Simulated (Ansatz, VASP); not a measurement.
# LaScF: VASP beside Ansatz

The input INCAR:

```
ALGO = Normal
EDIFF = 1E-7
EDIFFG = -0.01
ENCUT = 600
GGA = PE
IBRION = 2
ISIF = 3
ISMEAR = 0
LASPH = True
LCHARG = False
LREAL = False
LWAVE = False
NELM = 100
NSW = 100
PREC = Accurate
SIGMA = 0.1
```

KPOINTS

```
k-points
0
Gamma
  12 12 8
```

The input POSCAR:

```
LaScF
1.0
    3.6568242298      0.0000000000      0.0000000000
   -1.8284121149      3.1669026802      0.0000000000
    0.0000000000      0.0000000000      6.5147155855
La Sc F
1 1 1
Direct
    0.0000000000      0.0000000000      0.0000000000
    0.3333333333      0.6666666667      0.5000000000
    0.6666666667      0.3333333333      0.5000000000
```

Input for Ansatz:

```yaml
crystal:
  lattice:
    - [3.6568242298, 0.0, 0.0]
    - [-1.8284121149, 3.1669026802, 0.0]
    - [0.0, 0.0, 6.5147155855]
  atoms:
    - { symbol: La, position: [0.0, 0.0, 0.0] }
    - { symbol: Sc, position: [0.3333333333, 0.6666666667, 0.5] }
    - { symbol: F, position: [0.6666666667, 0.3333333333, 0.5] }
basis:
  ecutwfc: 420
kpoints:
  mp_grid: { grid: [12, 12, 8] }
hamiltonian:
  xc: pbe
scf:
  occupations: { method: gaussian, width: 0.1 }
output:
  forces: true
  stress: true
  eigenvalues: true
  write_density: true
  write_potential: true
  elf: true
  volumetric_format: npy
relax:
  adjacent_minimum: "off"
  f_tol: 0.01
  max_steps: 80
  cell: { stress_tol: 0.05 }
```

Change from the starting cell: species swapped into the EuGaSi type (P-6m2, No. 187).

Alike in both runs: task relaxation of cell and atoms; functional PBE; k mesh 12 × 12 × 8; occupations gaussian, width 0.1 eV; no spin polarisation.

|  | VASP | Ansatz |
| --- | --- | --- |
| version | VASP 6.6.1 | Ansatz 0.2.0 |
| potentials or method | VASP PAW PBE potentials, release 64 (La, Sc_sv, F), cutoff 600 eV | scalar-relativistic, plane waves, PAW |
| valence electrons in the cell | 29 | 29 |

Ansatz gave:

* gap on the k mesh at the Fermi level, each at its own relaxed structure (eV): none
* relaxed volume (Å³/atom): 25.01
* relaxed length of the cell vector where the two differ most in proportion (Å): 6.505

**Question.** Which values does VASP return?

**Answer.** gap on the k mesh at the Fermi level, each at its own relaxed structure (eV): none; relaxed volume (Å³/atom): 25.04; relaxed length of the cell vector where the two differ most in proportion (Å): 6.491.

A gap of «none» marks a metal or a gap that the smearing closes.

Spin-orbit coupling is off throughout.
